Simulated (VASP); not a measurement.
Write the native input for VASP 6.6.1 that does the following.

```
Task                   : single point
Functional             : r2SCAN
Potentials or basis    : VASP PAW PBE potentials, release 64 (Pt)
Cutoff                 : 550 eV
k mesh                 : 13 × 13 × 13
Occupations            : methfessel-paxton, width 0.5 eV
Spin                   : no spin polarisation
Dipole correction      : no
Further INCAR settings : ALGO = Normal; EDIFF = 1e-06; NBANDS = 11
```

Pt:

```xyz
1
Lattice="-1.5842 1.5842 1.5842 1.5842 -1.5842 1.5842 1.5842 1.5842 -1.5842" Properties=species:S:1:pos:R:3 pbc="T T T"
Pt    0.0000    0.0000    0.0000
```

This isn't the form of Pt at room conditions, which is fcc.

The input as run:

POSCAR

```
Pt
1.0
   -1.5842200000      1.5842200000      1.5842200000
    1.5842200000     -1.5842200000      1.5842200000
    1.5842200000      1.5842200000     -1.5842200000
Pt
1
Direct
    0.0000000000      0.0000000000      0.0000000000
```

INCAR.step1

```
SYSTEM = Pt
ALGO = Normal ; EDIFF = 1E-5
ENCUT = 550 ; GGA = PE
GGA_COMPAT = .FALSE. ; ISMEAR = 1
LASPH = .TRUE. ; LCHARG = .FALSE.
LREAL = .FALSE. ; LWAVE = .TRUE.
NBANDS = 11 ; NELM = 120
PREC = Accurate ; SIGMA = 0.5
```

INCAR.step2

```
SYSTEM = Pt
ALGO = Normal ; EDIFF = 1E-6
ENCUT = 550 ; GGA_COMPAT = .FALSE.
ISIF = 2 ; ISMEAR = 1
ISTART = 1 ; LASPH = .TRUE.
LCHARG = .FALSE. ; LMIXTAU = .TRUE.
LREAL = .FALSE. ; LWAVE = .FALSE.
METAGGA = R2SCAN ; NBANDS = 11
NELM = 120 ; PREC = Accurate
SIGMA = 0.5
```

KPOINTS

```
k-points
0
G
  13 13 13
  0 0 0
```

Potentials or basis: VASP PAW PBE potentials, release 64 (Pt).

Launch:

```console
$ cat potpaw_PBE.64/Pt/POTCAR > POTCAR
$ cp INCAR.step1 INCAR
$ mpirun -np 1 vasp_std > vasp.out
$ cp INCAR.step2 INCAR
$ mpirun -np 1 vasp_std > vasp.out
```

Results of the run:

| Property | Result |
| --- | --- |
| Pressure | -6.1 GPa |
| Band gap on the k mesh | zero (bands 5 and 6 overlap by 2.20 eV) |

Caveat: the cell stands under tension; the PAW data sets were made with another functional, which shifts forces and pressure a little; spin-orbit coupling is left out, which moves the levels of the heavy elements.

Wall time 81 s on 1 thread of AMD EPYC 7R43 64-Core Processor (Zen 3) (shared host), peak memory 0.12 GiB.
